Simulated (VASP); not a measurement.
# PbO (Cmmm) in VASP: a series of runs

Aim: see how the results for PbO move with the level of theory and the settings. Levels: PBE, r2SCAN. Tasks: single point.

Program: VASP 6.6.1. These are calculated values, not measurements. Logs are shortened: lines on timing, memory, paths and dates and some standing lists are left out, and cuts for length are marked.

### 1 The cell of the first run

The structure is orthorhombic, space group Cmmm (No. 65). The conventional cell has a = 4.367 Å, b = 4.625 Å, c = 3.179 Å, α = 90.00°, β = 90.00°, γ = 90.00°. Pb (site symmetry mmm) has 8 O at 2.70 to 2.81 Å and 6 Pb at 3.18 Å within 3.6 Å. O (site symmetry mmm) has 8 Pb at 2.70 to 2.81 Å and 6 O at 3.18 Å within 3.6 Å.

### 2 Single point, PBE (shear xy strain -5.7%)

The input, INCAR:

```
PREC = Accurate
ENCUT = 520
EDIFF = 1E-7
ISMEAR = -1
SIGMA = 0.02
LREAL = False
LASPH = True
NELM = 80
ALGO = Normal
ISIF = 2
LWAVE = False
LCHARG = False
GGA = PE
NBANDS = 17
```

The input, KPOINTS:

```
regular mesh
0
Gamma
  8 8 8
```

The input, POSCAR:

```
PbO
1.0
    3.1793716484     -0.0910889977      0.0000000000
   -0.0910889977      3.1793716484      0.0000000000
    0.0000000000      0.0000000000      3.1793716484
Pb O
1 1
Direct
    0.0000000000      0.0000000000      0.0000000000
    0.5000000000      0.5000000000      0.5000000000
```

Potentials or basis: VASP PAW PBE potentials, release 64 (Pb_d, O).

Started as:

```sh
cat potpaw_PBE.64/Pb_d/POTCAR potpaw_PBE.64/O/POTCAR > POTCAR
mpirun -np 1 vasp_std > vasp.out
```

OUTCAR:

```text
PREC = Accurate
   ENCUT = 520
   EDIFF = 1E-7
   ISMEAR = -1
   LREAL = False
   LASPH = True
   NELM = 80
   ISIF = 2
   GGA = PE

 ion  position               nearest neighbor table
   1  0.000  0.000  0.000-   2 2.70   2 2.70   2 2.70   2 2.70   2 2.81   2 2.81   2 2.81   2 2.81

   2  0.500  0.500  0.500-   1 2.70   1 2.70   1 2.70   1 2.70   1 2.81   1 2.81   1 2.81   1 2.81

  LATTYP: Found a base centered orthorhombic cell.
 ALAT       =     4.3674912091
 B/A-ratio  =     1.0589900654
 C/A-ratio  =     0.7279629188

  Lattice vectors:

 A1 = (   3.1793716484,  -0.0910889977,   0.0000000000)
 A2 = (  -0.0910889977,   3.1793716484,   0.0000000000)
 A3 = (   0.0000000000,   0.0000000000,   3.1793716484)

Analysis of symmetry for initial positions (statically):
=====================================================================
 Subroutine PRICEL returns:
 Original cell was already a primitive cell.

 Routine SETGRP: Setting up the symmetry group for a
 base centered orthorhombic supercell.

 Subroutine GETGRP returns: Found  8 space group operations
 (whereof  8 operations were pure point group operations)
 out of a pool of  8 trial point group operations.

The static configuration has the point symmetry D_2h.

Analysis of symmetry for dynamics (positions and initial velocities):
=====================================================================
 Subroutine PRICEL returns:
 Original cell was already a primitive cell.

 Routine SETGRP: Setting up the symmetry group for a
 base centered orthorhombic supercell.

 Subroutine GETGRP returns: Found  8 space group operations
 (whereof  8 operations were pure point group operations)
 out of a pool of  8 trial point group operations.

The dynamic configuration has the point symmetry D_2h.

 Subroutine INISYM returns: Found  8 space group operations
 (whereof  8 operations are pure point group operations),
 and found     1 'primitive' translations

----------------------------------------------------------------------------------------

                                     Primitive cell

  volume of cell :      32.1120

  direct lattice vectors                    reciprocal lattice vectors
     3.179371648 -0.091088998  0.000000000     0.314785941  0.009018617  0.000000000
    -0.091088998  3.179371648  0.000000000     0.009018617  0.314785941  0.000000000
     0.000000000  0.000000000  3.179371648     0.000000000  0.000000000  0.314527558

  length of vectors
     3.180676231  3.180676231  3.179371648     0.314915106  0.314915106  0.314527558

  position of ions in fractional coordinates (direct lattice)
     0.000000000  0.000000000  0.000000000
     0.500000000  0.500000000  0.500000000

  ion indices of the primitive-cell ions
   primitive index   ion index
                 1           1
                 2           2

----------------------------------------------------------------------------------------

 KPOINTS: regular mesh

Automatic generation of k-mesh.
 Grid dimensions read from file:
 generate k-points for:    8    8    8

 Generating k-lattice:

  Cartesian coordinates                     Fractional coordinates (reciprocal lattice)
     0.039348243  0.001127327  0.000000000     0.125000000  0.000000000  0.000000000
     0.001127327  0.039348243  0.000000000     0.000000000  0.125000000  0.000000000
     0.000000000  0.000000000  0.039315945     0.000000000  0.000000000  0.125000000

  Length of vectors
     0.039364388  0.039364388  0.039315945

  Shift w.r.t. Gamma in fractional coordinates (k-lattice)
     0.000000000  0.000000000  0.000000000

 Subroutine IBZKPT returns following result:
 ===========================================

 Found    105 irreducible k-points:

 Following reciprocal coordinates:
            Coordinates               Weight
  0.000000  0.000000  0.000000      1.000000
  0.125000 -0.000000  0.000000      4.000000
  0.250000 -0.000000  0.000000      4.000000
  0.375000 -0.000000  0.000000      4.000000
  0.500000 -0.000000  0.000000      2.000000
  0.125000  0.125000  0.000000      2.000000
[... 16 lines left out ...]
  0.125000 -0.000000  0.125000      8.000000
  0.250000 -0.000000  0.125000      8.000000
 [... further k-points ...]
   k-points           NKPTS =    105   k-points in BZ     NKDIM =    105   number of bands    NBANDS=     17
   number of dos      NEDOS =    301   number of ions     NIONS =      2
   total plane-waves  NPLWV =  13824
   dimension x,y,z NGX =    24 NGY =   24 NGZ =   24
   dimension x,y,z NGXF=    48 NGYF=   48 NGZF=   48
   ions per type =               1   1
   NGX,Y,Z   is equivalent  to a cutoff of  12.54, 12.54, 12.55 a.u.
   NGXF,Y,Z  is equivalent  to a cutoff of  25.09, 25.09, 25.10 a.u.
 SYSTEM =  unknown system
   PREC   = accura    normal or accurate (medium, high low for compatibility)
   ISTART =      0    job   : 0-new  1-cont  2-samecut
   ICHARG =      2    charge: 1-file 2-atom 10-const
   ISPIN  =      1    spin polarized calculation?
   LNONCOLLINEAR =      F non collinear calculations
   LSORBIT =      F    spin-orbit coupling
   LASPH  =      T    aspherical Exc in radial PAW
   ENCUT  =  520.0 eV  38.22 Ry    6.18 a.u.   5.91  5.91  5.91*2*pi/ulx,y,z
   NELM   =     80;   NELMIN=  2; NELMDL= -5     # of ELM steps
   EDIFF  = 0.1E-06   stopping-criterion for ELM
   LREAL  =      F    real-space projection
   EDIFFG = 0.1E-05   stopping-criterion for IOM
   NSW    =      0    number of steps for IOM
   IBRION =     -1    ionic relax: 0-MD 1-quasi-New 2-CG
   NFREE  =      0    steps in history (QN), initial steepest desc. (CG)
   ISIF   =      2    stress and relaxation
   ISYM   =      2    0-nonsym 1-usesym 2-fastsym
   POTIM  = 0.5000    time-step for ionic-motion
   TEBEG  =    0.0;   TEEND  =   0.0 temperature during run
   PSTRESS=    0.0 pullay stress
   NELECT =      20.0000    total number of electrons
   NUPDOWN=      -1.0000    fix difference up-down
   EMIN   =  10.00;   EMAX   =-10.00  energy-range for DOS
   EFERMI =   0.00;   METHOD = LEGACY
   ISMEAR =    -1;   SIGMA  =   0.02  broadening in eV -4-tet -1-fermi 0-gaus
   EFERMI_NEDOS =   21; number of points for ismear=-14 and -15
   IALGO  =     38    algorithm
   IMIX   =      4    mixing-type and parameters
     AMIX     =   0.40;   BMIX     =  1.00
     AMIX_MAG =   1.60;   BMIX_MAG =  1.00
  volume/ion in A,a.u.               =      16.06       108.35
  Fermi-wavevector in a.u.,A,eV,Ry     =   1.398071  2.641970 26.593963  1.954601
  Thomas-Fermi vector in A             =   2.521265
   LORBIT       =      0    0 simple, 1 ext, 2 COOP (PROOUT), +10 PAW based schemes
   GGA     = PE    functional components
   LHFCALC =     F    Hartree Fock is set to
   AEXX    =    0.0000 exact exchange contribution
   IVDW    =     0    specifies the selected vdW correction
   LEPSILON=     F    determine dielectric tensor
   LRPA    =     F    only Hartree local field effects (RPA)
 non-spin polarized calculation
  energy-cutoff  :      520.00
  volume of cell :       32.11
 maximum number of plane-waves:       882
   NGX = 11   NGY = 11   NGZ = 11

 number of electron      19.9999997 magnetization

 Free energy of the ion-electron system (eV)
  ---------------------------------------------------
  ext. energy  EPLUGINS =         0.00000000
  ---------------------------------------------------
  free energy    TOTEN  =        -9.74089423 eV

  energy without entropy =       -9.74089383  energy(sigma->0) =       -9.74089403

 E-fermi :   7.4335     XC(G=0): -11.3239

 val. band max:        7.2226370921   @ k =   0.5000  -0.0000   0.1250
 cond. band min:       7.6173169393   @ k =   0.0000   0.0000   0.5000
 fundamental gap:      0.3946798472
 Fermi energy:         7.4335351731

 k-point     1 :       0.0000    0.0000    0.0000
  band No.  band energies     occupation
      1     -10.0343      2.00000
      2      -9.6058      2.00000
      3      -9.6022      2.00000
      4      -8.9186      2.00000
      5      -8.9022      2.00000
      6      -8.8874      2.00000
[... 9 lines left out ...]
     16      24.6066      0.00000
     17      25.5270      0.00000

 k-point     2 :       0.1250   -0.0000    0.0000
  band No.  band energies     occupation
      1      -9.9374      2.00000
      2      -9.5999      2.00000
      3      -9.5325      2.00000
      4      -8.9384      2.00000
      5      -8.9302      2.00000
      6      -8.8942      2.00000
[... 9 lines left out ...]
     16      24.5374      0.00000
     17      25.4816      0.00000

 k-point     3 :       0.2500   -0.0000    0.0000
  band No.  band energies     occupation
      1      -9.6925      2.00000
      2      -9.5876      2.00000
      3      -9.3604      2.00000
      4      -9.0028      2.00000
      5      -8.9966      2.00000
      6      -8.8929      2.00000
[... 9 lines left out ...]
     16      22.8034      0.00000
     17      25.4704      0.00000

 k-point     4 :       0.3750   -0.0000    0.0000
  band No.  band energies     occupation
      1      -9.5764      2.00000
      2      -9.4147      2.00000
      3      -9.2017      2.00000
      4      -9.0693      2.00000
      5      -9.0599      2.00000
      6      -8.8884      2.00000
[... 9 lines left out ...]
     16      22.6151      0.00000
     17      25.4975      0.00000

 k-point     5 :       0.5000   -0.0000    0.0000
  band No.  band energies     occupation
      1      -9.5715      2.00000
      2      -9.2715      2.00000
      3      -9.1581      2.00000
      4      -9.0967      2.00000
      5      -9.0859      2.00000
      6      -8.8863      2.00000
[... 9 lines left out ...]
     16      24.0465      0.00000
     17      24.3599      0.00000

 k-point     6 :       0.1250    0.1250    0.0000
  band No.  band energies     occupation
      1      -9.8327      2.00000
      2      -9.5637      2.00000
      3      -9.4955      2.00000
      4      -8.9543      2.00000
      5      -8.9428      2.00000
      6      -8.9173      2.00000
[... 9 lines left out ...]
     16      24.1659      0.00000
     17      25.0635      0.00000

 k-point     7 :       0.2500    0.1250    0.0000
  band No.  band energies     occupation
      1      -9.6546      2.00000
      2      -9.5408      2.00000
      3      -9.3361      2.00000
      4      -8.9998      2.00000
      5      -8.9516      2.00000
      6      -8.9218      2.00000
[... 9 lines left out ...]
     16      22.9479      0.00000
     17      24.3311      0.00000

 k-point     8 :       0.3750    0.1250    0.0000
  band No.  band energies     occupation
      1      -9.5671      2.00000
      2      -9.5126      2.00000
      3      -9.1755      2.00000
      4      -9.0651      2.00000
      5      -8.9153      2.00000
      6      -8.8542      2.00000
[... 9 lines left out ...]
     16      23.2428      0.00000
     17      24.7828      0.00000
[... 203 lines left out ...]
      1     -10.0402      2.00000
      2      -9.3689      2.00000
      3      -9.0771      2.00000
      4      -9.0190      2.00000
      5      -8.8264      2.00000
      6      -8.0796      2.00000
[... 9 lines left out ...]
     16      23.3690      0.00000
     17      23.8433      0.00000

 k-point    20 :      -0.3750    0.3750    0.0000
  band No.  band energies     occupation
      1     -10.0034      2.00000
      2      -9.3845      2.00000
      3      -9.0640      2.00000
      4      -9.0103      2.00000
      5      -8.8943      2.00000
      6      -8.1902      2.00000
[... 9 lines left out ...]
     16      24.0927      0.00000
     17      24.3081      0.00000

 k-point    21 :       0.5000    0.5000    0.0000
  band No.  band energies     occupation
      1     -10.1053      2.00000
      2      -9.3519      2.00000
      3      -9.0838      2.00000
      4      -9.0312      2.00000
      5      -8.7543      2.00000
      6      -7.9649      2.00000
[... 9 lines left out ...]
     16      23.4043      0.00000
     17      23.9791      0.00000

 k-point    22 :       0.0000    0.0000    0.1250
  band No.  band energies     occupation
      1      -9.9366      2.00000
      2      -9.5970      2.00000
      3      -9.5362      2.00000
      4      -8.9461      2.00000
      5      -8.9178      2.00000
      6      -8.8995      2.00000
[... 9 lines left out ...]
     16      24.8096      0.00000
     17      25.1847      0.00000

 k-point    23 :       0.1250   -0.0000    0.1250
  band No.  band energies     occupation
      1      -9.8647      2.00000
      2      -9.5616      2.00000
      3      -9.4953      2.00000
      4      -8.9535      2.00000
      5      -8.9319      2.00000
      6      -8.9089      2.00000
[... 9 lines left out ...]
     16      23.7125      0.00000
     17      25.1670      0.00000

 k-point    24 :       0.2500   -0.0000    0.1250
  band No.  band energies     occupation
      1      -9.7094      2.00000
      2      -9.5399      2.00000
      3      -9.3338      2.00000
      4      -9.0003      2.00000
      5      -8.9458      2.00000
      6      -8.8890      2.00000
[... 9 lines left out ...]
     16      22.6909      0.00000
     17      24.6798      0.00000

 [... further k-points ...]
[... 5 lines left out ...]
  --------------------------------------------------------------------------------------
  -------------------------------------------------------------------------------------
  Total        0.7228880      0.7228880      0.7337696      0.0337382      0.0000000      0.0000000
  in kB       36.0673594     36.0673594     36.6102779      1.6833145      0.0000000      0.0000000
  external PRESSURE =      36.2483322 kB  Pullay stress =       0.0000000 kB

 VOLUME and BASIS-vectors are now :
 -----------------------------------------------------------------------------
  energy-cutoff  :      520.00
  volume of cell :       32.11
      direct lattice vectors                 reciprocal lattice vectors
     3.179371648 -0.091088998  0.000000000     0.314785941  0.009018617  0.000000000
    -0.091088998  3.179371648  0.000000000     0.009018617  0.314785941  0.000000000
     0.000000000  0.000000000  3.179371648     0.000000000  0.000000000  0.314527558

 POSITION                                       TOTAL-FORCE (eV/Angst)
 -----------------------------------------------------------------------------------
      0.00000      0.00000      0.00000        -0.000000      0.000000      0.000000
      1.54414      1.54414      1.58969         0.000000     -0.000000      0.000000
 -----------------------------------------------------------------------------------
    total drift:                                0.000000      0.000000     -0.000000

  FREE ENERGIE OF THE ION-ELECTRON SYSTEM (eV)
  ---------------------------------------------------
  free  energy   TOTEN  =        -9.7408942290 eV

  energy  without entropy=       -9.7408938336  energy(sigma->0) =       -9.74089403
```

Wall time 28 s (1 thread of Intel Xeon Platinum 8375C at 2.90GHz (Ice Lake), shared host); peak memory 0.18 GiB.

What came out:

- Free energy: -9.7409 eV
- Pressure: 3.6 GPa
- Band gap on the k mesh: 0.39 eV, indirect (least direct gap 0.76 eV)

Levels at points of the mesh, in eV from the valence-band top:
```
           k point  band 6  band 7  band 8  band 9  band 10  band 11  band 12  band 13  band 14  band 15
(0.00, 0.00, 0.00)  -16.11   -8.30   -1.94   -1.78    -1.59     8.41     8.72     9.03     9.81     9.84
(0.50, 0.00, 0.00)  -16.11   -9.08   -0.97   -0.96    -0.39     0.41     7.86     7.92    11.15    13.38
(0.50, 0.50, 0.00)  -15.19   -5.86   -4.68   -4.45    -0.97     3.77     4.31     9.89    10.89    15.78
(0.00, 0.00, 0.50)  -16.11   -9.09   -1.01   -0.89    -0.37     0.39     7.84     8.04    11.09    13.41
(0.50, 0.00, 0.50)  -15.16   -5.88   -4.57   -4.57    -0.97     4.01     4.07     9.87    10.87    15.76
(0.50, 0.50, 0.50)  -15.90   -3.45   -2.26   -2.16    -2.03     0.45     0.80     1.14    12.96    13.39
```

Caveat: the cell differs from its parent crystal (shear xy strain -5.7%); spin-orbit coupling is left out, which moves the levels of the heavy elements.

### 3 Single point, r2SCAN (shear xy strain -5.7%)

POSCAR is that of step 2.

The input, INCAR.step1:

```
SYSTEM = PbO
  ALGO = Normal
  EDIFF = 1E-4
  ENCUT = 520
  GGA = PE
  ISMEAR = -1
  LASPH = .TRUE.
  LCHARG = .FALSE.
  LREAL = .FALSE.
  LWAVE = .TRUE.
  NBANDS = 17
  NELM = 80
  PREC = Accurate
  SIGMA = 0.02
```

The input, INCAR.step2:

```
SYSTEM = PbO
  ALGO = Normal
  EDIFF = 1E-6
  ENCUT = 520
  ISIF = 2
  ISMEAR = -1
  ISTART = 1
  LASPH = .TRUE.
  LCHARG = .FALSE.
  LMIXTAU = .TRUE.
  LREAL = .FALSE.
  LWAVE = .FALSE.
  METAGGA = R2SCAN
  NBANDS = 17
  NELM = 80
  PREC = Accurate
  SIGMA = 0.02
```

The input, KPOINTS:

```
k-points
0
G
  8 8 8
  0 0 0
```

Potentials or basis: VASP PAW PBE potentials, release 64 (Pb_d, O).

Started as:

```sh
cat potpaw_PBE.64/Pb_d/POTCAR potpaw_PBE.64/O/POTCAR > POTCAR
cp INCAR.step1 INCAR
mpirun -np 1 vasp_std > vasp.out
cp INCAR.step2 INCAR
mpirun -np 1 vasp_std > vasp.out
```

Wall time 90 s (1 thread of Intel Xeon Platinum 8375C at 2.90GHz (Ice Lake), shared host); peak memory 0.18 GiB.

The run converged. Its results:

```yaml
Free_energy: -63.6631 eV
Pressure: 0.5 GPa
Band_gap_on_the_k_mesh: 0.40 eV, indirect (least direct gap 0.46 eV)
```

Levels at points of the mesh, in eV from the valence-band top:
```csv
k point,band 7,band 8,band 9,band 10,band 11,band 12,band 13,band 14
"(0.00, 0.00, 0.00)",-8.48,-2.02,-1.86,-1.67,8.91,9.24,9.57,10.53
"(0.50, 0.00, 0.00)",-9.26,-1.04,-1.03,-0.08,0.42,8.32,8.37,11.96
"(0.50, 0.50, 0.00)",-5.96,-4.73,-4.51,-1.05,4.09,4.68,10.64,11.33
"(0.00, 0.00, 0.50)",-9.27,-1.09,-0.97,-0.06,0.40,8.29,8.49,11.90
"(0.50, 0.00, 0.50)",-5.97,-4.63,-4.63,-1.04,4.35,4.42,10.63,11.32
"(0.50, 0.50, 0.50)",-3.55,-2.35,-2.24,-2.10,0.74,1.11,1.46,13.93
```

Caveat: the cell differs from its parent crystal (shear xy strain -5.7%); the PAW data sets were made with another functional, which shifts forces and pressure a little; spin-orbit coupling is left out, which moves the levels of the heavy elements.
